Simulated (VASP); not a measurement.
# Sc12H (a cell with a defect) in VASP: notebook

Runs on Sc12H (a cell with a defect). Level: PBE. Tasks: single point.

Everything below comes from runs of VASP 6.6.1. Logs are shortened: lines on timing, memory, paths and dates and some standing lists are left out, and cuts for length are marked.

**1. The cell of the first run**

The cell holds a defect, 13 atoms: a = 6.620 Å, b = 9.930 Å, c = 5.276 Å, α = 90.00°, β = 90.00°, γ = 120.00°.

**2. Single point, PBE**

Input file INCAR:

```
SYSTEM = Sc12H
PREC     = Accurate       ! precision mode
ENCUT    = 520            ! plane-wave cutoff, eV
EDIFF    = 1E-6           ! SCF threshold, eV
ISMEAR   = 0              ! smearing method
SIGMA    = 0.05           ! smearing width, eV
LREAL    = .FALSE.        ! projectors in reciprocal space
LASPH    = .TRUE.         ! aspherical terms in the spheres
NELM     = 80             ! most SCF steps
ALGO     = Normal         ! electronic algorithm
ISIF     = 2              ! what is computed and relaxed
LWAVE    = .FALSE.        ! write WAVECAR
LCHARG   = .TRUE.         ! write CHGCAR
GGA      = PE             ! functional
LELF     = .TRUE.         ! ELF
LVHAR    = .TRUE.       
NBANDS   = 78             ! bands
```

Input file KPOINTS:

```
Automatic mesh
0
G
  3 2 3
  0 0 0
```

Input file POSCAR:

```
Sc12H
1.0
    6.6200000000      0.0000000000      0.0000000000
   -4.9650000000      8.5996320000      0.0000000000
    0.0000000000      0.0000000000      5.2761400000
Sc H
12 1
Direct
    0.0006570894      0.0017715874      0.0000144045
    0.1662557831      0.2224914973      0.5000125091
   -0.0016637772      0.3314245307      0.0000200904
    0.1610601982      0.5491134969      0.5000430239
   -0.0042706213      0.6649565935      0.0000416971
    0.1637239160      0.8913779101      0.5000250183
    0.5030145475      0.0027944219      0.0000108034
    0.6662675211      0.2222753253      0.5000096662
    0.4976668494      0.3315233722      0.0000115615
    0.6665822553      0.5558184350      0.5000348740
    0.4997121537      0.6660164063      0.0000276717
    0.6727593369      0.8902541411      0.5000079604
    0.3320418643      0.7786922743      1.0000132673
```

Potentials or basis: VASP PAW PBE potentials, release 64 (Sc_sv, H).

Command:

```console
> cat potpaw_PBE.64/Sc_sv/POTCAR potpaw_PBE.64/H/POTCAR > POTCAR
> mpirun -np 1 vasp_std > vasp.out
```

OUTCAR:

```text
SYSTEM = Sc12H
   PREC = Accurate
   ENCUT = 520
   EDIFF = 1E-6
   ISMEAR = 0
   LREAL = .FALSE.
   LASPH = .TRUE.
   NELM = 80
   ISIF = 2
   GGA = PE

 ion  position               nearest neighbor table
   1  0.001  0.002  0.000-  12 3.24  12 3.24   6 3.24   6 3.24   2 3.25   2 3.25   3 3.28   9 3.28
                             7 3.30   7 3.32  11 3.33   5 3.33
   2  0.166  0.222  0.500-   1 3.25   1 3.25   3 3.25   3 3.25   9 3.25   9 3.25   4 3.26   6 3.28
                            12 3.28   8 3.31  10 3.31   8 3.31
   3  0.998  0.331  0.000-   4 3.23   4 3.23   2 3.25   2 3.25   8 3.25   8 3.25   7 3.27   1 3.28
                             9 3.31   9 3.31   5 3.32  11 3.32
   4  0.161  0.549  0.500-   3 3.23   3 3.23   8 3.26   2 3.26  11 3.28  11 3.28   5 3.28   5 3.28
                            10 3.31  10 3.31  12 3.39   6 3.39
   5  0.996  0.665  0.000-  13 1.93  10 3.24  10 3.24   4 3.28   4 3.28   6 3.28   6 3.28  11 3.29
                             9 3.30   3 3.32   1 3.33  11 3.33   7 3.36
   6  0.164  0.891  0.500-   1 3.24   1 3.24  12 3.24   7 3.28   7 3.28   5 3.28   5 3.28   2 3.28
                             8 3.31  10 3.31  12 3.38   4 3.39
   7  0.503  0.003  0.000-  13 1.93   8 3.24   8 3.24   3 3.27  12 3.28  12 3.28   6 3.28   6 3.28
                             9 3.28   1 3.30   1 3.32  11 3.33   5 3.36
   8  0.666  0.222  0.500-   7 3.24   7 3.24   3 3.25   3 3.25   9 3.25   9 3.25   4 3.26   6 3.31
                             2 3.31  10 3.31   2 3.31  12 3.32
   9  0.498  0.332  0.000-   2 3.25   2 3.25   8 3.25   8 3.25  10 3.27  10 3.27   7 3.28   1 3.28
                             5 3.30   3 3.31  11 3.31   3 3.31
  10  0.667  0.556  0.500-   5 3.24   5 3.24  11 3.25  11 3.25   9 3.27   9 3.27  12 3.30   4 3.31
                             8 3.31   2 3.31   6 3.31   4 3.31
  11  0.500  0.666  0.000-  13 1.93  10 3.25  10 3.25  12 3.27  12 3.27   4 3.28   4 3.28   5 3.29
                             9 3.31   3 3.32   1 3.33   5 3.33   7 3.33
  12  0.673  0.890  0.500-   1 3.24   1 3.24   6 3.24  11 3.27  11 3.27   7 3.28   7 3.28   2 3.28
                            10 3.30   8 3.32   6 3.38   4 3.39
  13  0.332  0.779  0.000-   7 1.93   5 1.93  11 1.93

  LATTYP: Found a simple monoclinic cell.
 ALAT       =     6.6200000000
 B/A-ratio  =     0.7970000000
 C/A-ratio  =     1.3228756170
 COS(beta)  =    -0.1889822420

  Lattice vectors:

 A1 = (   6.6200000000,   0.0000000000,   0.0000000000)
 A2 = (   0.0000000000,   0.0000000000,   5.2761400000)
 A3 = (  -1.6550000000,  -8.5996320000,   0.0000000000)

Analysis of symmetry for initial positions (statically):
=====================================================================
 Subroutine PRICEL returns:
 Original cell was already a primitive cell.

 Routine SETGRP: Setting up the symmetry group for a
 simple monoclinic supercell.

 Subroutine GETGRP returns: Found  1 space group operations
 (whereof  1 operations were pure point group operations)
 out of a pool of  4 trial point group operations.

The static configuration has the point symmetry C_1 .

Analysis of symmetry for dynamics (positions and initial velocities):
=====================================================================
 Subroutine PRICEL returns:
 Original cell was already a primitive cell.

 Routine SETGRP: Setting up the symmetry group for a
 simple monoclinic supercell.

 Subroutine GETGRP returns: Found  1 space group operations
 (whereof  1 operations were pure point group operations)
 out of a pool of  4 trial point group operations.

The dynamic configuration has the point symmetry C_1 .

 Subroutine INISYM returns: Found  1 space group operations
 (whereof  1 operations are pure point group operations),
 and found     1 'primitive' translations

----------------------------------------------------------------------------------------

                                     Primitive cell

  volume of cell :     300.3683

  direct lattice vectors                    reciprocal lattice vectors
     6.620000000  0.000000000  0.000000000     0.151057402  0.087213034  0.000000000
    -4.965000000  8.599632000  0.000000000     0.000000000  0.116284046  0.000000000
     0.000000000  0.000000000  5.276140000     0.000000000  0.000000000  0.189532499

  length of vectors
     6.620000000  9.929999775  5.276140000     0.174426065  0.116284046  0.189532499

[... 69 lines left out ...]
 -----------------------------------------------------------------------------

 Subroutine IBZKPT returns following result:
 ===========================================

 Found     10 irreducible k-points:

 Following reciprocal coordinates:
            Coordinates               Weight
  0.000000  0.000000  0.000000      1.000000
  0.333333  0.000000  0.000000      2.000000
  0.000000  0.500000  0.000000      1.000000
  0.333333  0.500000  0.000000      2.000000
  0.000000  0.000000  0.333333      2.000000
  0.333333  0.000000  0.333333      2.000000
 -0.333333 -0.000000  0.333333      2.000000
  0.000000  0.500000  0.333333      2.000000
  0.333333  0.500000  0.333333      2.000000
 -0.333333  0.500000  0.333333      2.000000
   k-points           NKPTS =     10   k-points in BZ     NKDIM =     10   number of bands    NBANDS=     78
   number of dos      NEDOS =    301   number of ions     NIONS =     13
   total plane-waves  NPLWV = 160000
   dimension x,y,z NGX =    50 NGY =   80 NGZ =   40
   dimension x,y,z NGXF=   100 NGYF=  160 NGZF=   80
   ions per type =              12   1
   NGX,Y,Z   is equivalent  to a cutoff of  12.56, 13.39, 12.60 a.u.
   NGXF,Y,Z  is equivalent  to a cutoff of  25.11, 26.79, 25.21 a.u.
 SYSTEM =  Sc12H
   PREC   = accura    normal or accurate (medium, high low for compatibility)
   ISTART =      0    job   : 0-new  1-cont  2-samecut
   ICHARG =      2    charge: 1-file 2-atom 10-const
   ISPIN  =      1    spin polarized calculation?
   LNONCOLLINEAR =      F non collinear calculations
   LSORBIT =      F    spin-orbit coupling
   LASPH  =      T    aspherical Exc in radial PAW
   ENCUT  =  520.0 eV  38.22 Ry    6.18 a.u.  12.31 18.46  9.81*2*pi/ulx,y,z
   NELM   =     80;   NELMIN=  2; NELMDL= -5     # of ELM steps
   EDIFF  = 0.1E-05   stopping-criterion for ELM
   LREAL  =      F    real-space projection
   EDIFFG = 0.1E-04   stopping-criterion for IOM
   NSW    =      0    number of steps for IOM
   IBRION =     -1    ionic relax: 0-MD 1-quasi-New 2-CG
   NFREE  =      0    steps in history (QN), initial steepest desc. (CG)
   ISIF   =      2    stress and relaxation
   ISYM   =      2    0-nonsym 1-usesym 2-fastsym
   POTIM  = 0.5000    time-step for ionic-motion
   TEBEG  =    0.0;   TEEND  =   0.0 temperature during run
   PSTRESS=    0.0 pullay stress
   NELECT =     133.0000    total number of electrons
   NUPDOWN=      -1.0000    fix difference up-down
   EMIN   =  10.00;   EMAX   =-10.00  energy-range for DOS
   EFERMI =   0.00;   METHOD = LEGACY
   ISMEAR =     0;   SIGMA  =   0.05  broadening in eV -4-tet -1-fermi 0-gaus
   EFERMI_NEDOS =   21; number of points for ismear=-14 and -15
   IALGO  =     38    algorithm
   IMIX   =      4    mixing-type and parameters
     AMIX     =   0.40;   BMIX     =  1.00
     AMIX_MAG =   1.60;   BMIX_MAG =  1.00
  volume/ion in A,a.u.               =      23.11       155.92
  Fermi-wavevector in a.u.,A,eV,Ry     =   1.247788  2.357977 21.183915  1.556974
  Thomas-Fermi vector in A             =   2.381904
   LORBIT       =      0    0 simple, 1 ext, 2 COOP (PROOUT), +10 PAW based schemes
   GGA     = PE    functional components
   LHFCALC =     F    Hartree Fock is set to
   AEXX    =    0.0000 exact exchange contribution
   IVDW    =     0    specifies the selected vdW correction
   LEPSILON=     F    determine dielectric tensor
   LRPA    =     F    only Hartree local field effects (RPA)
 non-spin polarized calculation
 Gauss-broadening in eV      SIGMA  =   0.05
  energy-cutoff  :      520.00
  volume of cell :      300.37
 maximum number of plane-waves:      8103
 NGX is ok and might be reduce to    50
   NGX = 25   NGY = 37   NGZ = 19

 number of electron     133.0000004 magnetization

 Free energy of the ion-electron system (eV)
  ---------------------------------------------------
  ext. energy  EPLUGINS =         0.00000000
  ---------------------------------------------------
  free energy    TOTEN  =       -78.33060852 eV

  energy without entropy =      -78.28296008  energy(sigma->0) =      -78.30678430

 E-fermi :   3.6327     XC(G=0):  -9.8532

 val. band max:        3.6276527597   @ k =   0.0000   0.5000   0.0000
 cond. band min:       3.6363636843   @ k =  -0.3333   0.5000   0.3333
 fundamental gap:      0.0087109246
 Fermi energy:         3.6327485531

 k-point     1 :       0.0000    0.0000    0.0000
  band No.  band energies     occupation
      1     -45.8747      2.00000
      2     -45.8499      2.00000
      3     -45.8459      2.00000
      4     -45.7575      2.00000
      5     -45.7261      2.00000
      6     -45.7219      2.00000
[... 799 lines left out ...]
     77       4.6163      0.00000
     78       4.6493      0.00000

------------------------ aborting loop because EDIFF is reached ----------------------------------------

  FORCE on cell =-STRESS in cart. coord.  units (eV):
  Direction    XX          YY          ZZ          XY          YZ          ZX
  --------------------------------------------------------------------------------------
  -------------------------------------------------------------------------------------
  Total        0.8829205      1.1361053     -1.6515165      0.0483356     -0.0001034     -0.0000454
  in kB        4.7095348      6.0600334     -8.8092583      0.2578241     -0.0005516     -0.0002423
  external PRESSURE =       0.6534366 kB  Pullay stress =       0.0000000 kB

 VOLUME and BASIS-vectors are now :
 -----------------------------------------------------------------------------
  energy-cutoff  :      520.00
  volume of cell :      300.37
      direct lattice vectors                 reciprocal lattice vectors
     6.620000000  0.000000000  0.000000000     0.151057402  0.087213034  0.000000000
    -4.965000000  8.599632000  0.000000000     0.000000000  0.116284046  0.000000000
     0.000000000  0.000000000  5.276140000     0.000000000  0.000000000  0.189532499

 POSITION                                       TOTAL-FORCE (eV/Angst)
 -----------------------------------------------------------------------------------
     -0.00445      0.01523      0.00008        -0.001177      0.000946      0.000006
     -0.00406      1.91334      2.63814        -0.000919      0.004432      0.000059
      4.96346      2.85013      0.00011         0.003898      0.001997      0.000039
     -1.66013      4.72217      2.63830         0.000172     -0.004193     -0.000244
      3.29022      5.71838      0.00022        -0.011333     -0.005831     -0.000044
     -3.34184      7.66552      2.63820         0.005655      0.001585     -0.000086
      3.31608      0.02403      0.00006        -0.000149      0.018119      0.000055
      3.30709      1.91149      2.63812        -0.002080     -0.003744      0.000109
      1.64854      2.85098      0.00006        -0.002080     -0.000475      0.000132
      1.65314      4.77983      2.63825         0.002153      0.001494     -0.000120
      0.00132      5.72750      0.00015         0.019829     -0.014472      0.000084
      0.03355      7.65586      2.63811        -0.006996      0.001509      0.000158
     -1.66809      6.69647      0.00007        -0.006973     -0.001368     -0.000148
 -----------------------------------------------------------------------------------
    total drift:                               -0.000210      0.000193      0.000011

  FREE ENERGIE OF THE ION-ELECTRON SYSTEM (eV)
  ---------------------------------------------------
  free  energy   TOTEN  =       -78.3306085180 eV

  energy  without entropy=      -78.2829600806  energy(sigma->0) =      -78.30678430
```

Run time: 4.8 min. Hardware: 1 thread of Intel Xeon Platinum 8559C (Emerald Rapids), shared host; peak memory 0.47 GiB.

Results:

| Item | Value |
| --- | --- |
| Free energy | -78.3306 eV |
| Pressure | 0.1 GPa |
| Largest force | 0.025 eV/Å |
| Band gap on the k mesh | zero (an odd number of electrons rules out a gap without spin polarisation) |

Forces on the atoms (eV/Å):
```
Sc  -0.001  0.001  0.000
Sc  -0.001  0.004  0.000
Sc   0.004  0.002  0.000
Sc   0.000 -0.004  0.000
Sc  -0.011 -0.006  0.000
Sc   0.006  0.002  0.000
Sc   0.000  0.018  0.000
Sc  -0.002 -0.004  0.000
Sc  -0.002  0.000  0.000
Sc   0.002  0.001  0.000
Sc   0.020 -0.014  0.000
Sc  -0.007  0.002  0.000
H   -0.007 -0.001  0.000
```

Levels at points of the mesh, in eV from the Fermi level:
```
           k point  band 62  band 63  band 64  band 65  band 66  band 67  band 68  band 69  band 70  band 71
(0.00, 0.00, 0.00)    -0.55    -0.55    -0.51    -0.49    -0.33    -0.30    -0.28    -0.05     0.12     0.38
(0.00, 0.50, 0.00)    -0.56    -0.55    -0.55    -0.34    -0.30    -0.30    -0.28    -0.01     0.03     0.61
```

Caveat: the k points lie up to 0.40 Å⁻¹ apart, too coarse for converged energies and pressures of a metal.

**3. Single point, PBE**

Input file INCAR:

```
ALGO     = Normal         # electronic algorithm
EDIFF    = 1E-6           # SCF threshold, eV
ENCUT    = 520            # plane-wave cutoff, eV
GGA      = PE             # functional
ISIF     = 2              # what is computed and relaxed
ISMEAR   = 0              # smearing method
LASPH    = True           # aspherical terms in the spheres
LCHARG   = False          # write CHGCAR
LREAL    = False          # projectors in reciprocal space
LWAVE    = False          # write WAVECAR
NBANDS   = 78             # bands
NELM     = 100            # most SCF steps
PREC     = Accurate       # precision mode
SIGMA    = 0.05           # smearing width, eV
```

Input file KPOINTS:

```
k-points
0
Gamma
  3 2 3
```

Input file POSCAR:

```
Sc12H
1.0
    6.6200000000      0.0000000000      0.0000000000
   -4.9650000000      8.5996320000      0.0000000000
    0.0000000000      0.0000000000      5.2761400000
Sc H
12 1
Direct
    0.0001263388      0.0014911103      0.0005468013
    0.1669136515      0.2229448888      0.5002649664
   -0.0005467859      0.3320792099      0.0000900279
    0.1613190732      0.5493078076      0.4998792678
   -0.0043113282      0.6650145029     -0.0001982510
    0.1624866663      0.8910071966      0.5003074217
    0.5027575931      0.0032340919      0.0000227439
    0.6658037314      0.2222388121      0.4998347277
    0.4972085083      0.3312441742     -0.0002443074
    0.6666931400      0.5557606419      0.4995426581
    0.5004684675      0.6658357009     -0.0003083694
    0.6722422889      0.8901671606      0.5001967347
    0.3326457716      0.7781846944      1.0003381260
```

Potentials or basis: VASP PAW PBE potentials, release 64 (Sc_sv, H).

Command:

```console
> cat potpaw_PBE.64/Sc_sv/POTCAR potpaw_PBE.64/H/POTCAR > POTCAR
> mpirun -np 1 vasp_std > vasp.out
```

It took 9.4 min on 1 thread of Intel Xeon Platinum 8375C at 2.90GHz (Ice Lake), shared host; peak memory 0.47 GiB.

It converged, with:

```yaml
Free_energy: -78.3302 eV
Pressure: 0.1 GPa
Largest_force: 0.035 eV/Å
Band_gap_on_the_k_mesh: zero (an odd number of electrons rules out a gap without spin polarisation)
```

Forces in eV/Å, atoms in the order of the input:
```
Sc   0.002  0.018 -0.005
Sc  -0.015 -0.015 -0.003
Sc  -0.020 -0.026 -0.002
Sc   0.000  0.000 -0.001
Sc   0.011  0.003  0.000
Sc   0.016  0.017 -0.003
Sc   0.004 -0.031  0.000
Sc   0.016  0.002  0.002
Sc   0.013  0.013  0.003
Sc  -0.002 -0.001  0.003
Sc   0.006 -0.010  0.001
Sc  -0.012  0.005 -0.002
H   -0.020  0.027  0.006
```

Stress tensor (GPa, compression positive):
```
 0.48  0.00  0.00
 0.00  0.57  0.00
 0.00  0.00 -0.89
```

Levels at points of the mesh, in eV from the Fermi level:
```
           k point  band 64  band 65  band 66  band 67  band 68  band 69
(0.00, 0.00, 0.00)    -0.51    -0.49    -0.33    -0.30    -0.28    -0.05
(0.00, 0.50, 0.00)    -0.55    -0.34    -0.30    -0.29    -0.28    -0.01
```

Caveat: the k points lie up to 0.40 Å⁻¹ apart, too coarse for converged energies and pressures of a metal.
